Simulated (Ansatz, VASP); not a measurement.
**Ag: VASP beside Ansatz**

INCAR

```
ALGO = Fast
EDIFF = 1E-6
EDIFFG = -0.001
ENCUT = 600
GGA = PE
IBRION = 2
ISIF = 3
ISMEAR = -1
LASPH = True
LCHARG = False
LREAL = False
LWAVE = False
NELM = 80
NSW = 80
PREC = Accurate
SIGMA = 0.15
```

Contents of KPOINTS:

```
k-points
0
Gamma
  18 18 18
```

File POSCAR:

```
Ag
1.0
    0.0000000000      2.0740987789      2.0740987789
    2.0740987789      0.0000000000      2.0740987789
    2.0740987789      2.0740987789      0.0000000000
Ag
1
Direct
    0.0000000000      0.0000000000      0.0000000000
```

Input for Ansatz:

```yaml
crystal:
  lattice:
    - [0.0, 2.0740987789, 2.0740987789]
    - [2.0740987789, 0.0, 2.0740987789]
    - [2.0740987789, 2.0740987789, 0.0]
  atoms:
    - { symbol: Ag, position: [0.0, 0.0, 0.0] }
basis:
  ecutwfc: 420
kpoints:
  mp_grid: { grid: [18, 18, 18] }
hamiltonian:
  xc: pbe
  pseudopotentials: { kind: paw, azcp: { folder: soft_1 } }
scf:
  occupations: { method: fermi_dirac, width: 0.15 }
output:
  forces: true
  stress: true
  eigenvalues: true
relax:
  adjacent_minimum: "off"
  f_tol: 0.001
  max_steps: 60
  cell: { stress_tol: 0.01 }
```

Alike in both runs: task relaxation of cell and atoms; functional PBE; k mesh 18 × 18 × 18; occupations fermi-dirac, width 0.15 eV; no spin polarisation.

```csv
,VASP,Ansatz
version,VASP 6.6.1,Ansatz 0.2.0
potentials or method,"VASP PAW PBE potentials, release 64 (Ag), cutoff 600 eV","scalar-relativistic, plane waves, PAW"
valence electrons in the cell,11,19
```

VASP gave:

| Quantity | Value |
| --- | --- |
| gap on the k mesh at the Fermi level, each at its own relaxed structure (eV) | none |
| relaxed volume (Å³/atom) | 17.82 |
| relaxed cell length with the largest relative difference (Å) | 2.932 |

Question: What did Ansatz give for the same quantities?

Answer: gap on the k mesh at the Fermi level, each at its own relaxed structure (eV): none; relaxed volume (Å³/atom): 17.86; relaxed cell length with the largest relative difference (Å): 2.934.

A gap of «none» marks a metal or a gap that the smearing closes. VASP's potentials hold 11 valence electrons a cell and Ansatz's 19, so a difference there can come from the potentials and not from the codes.
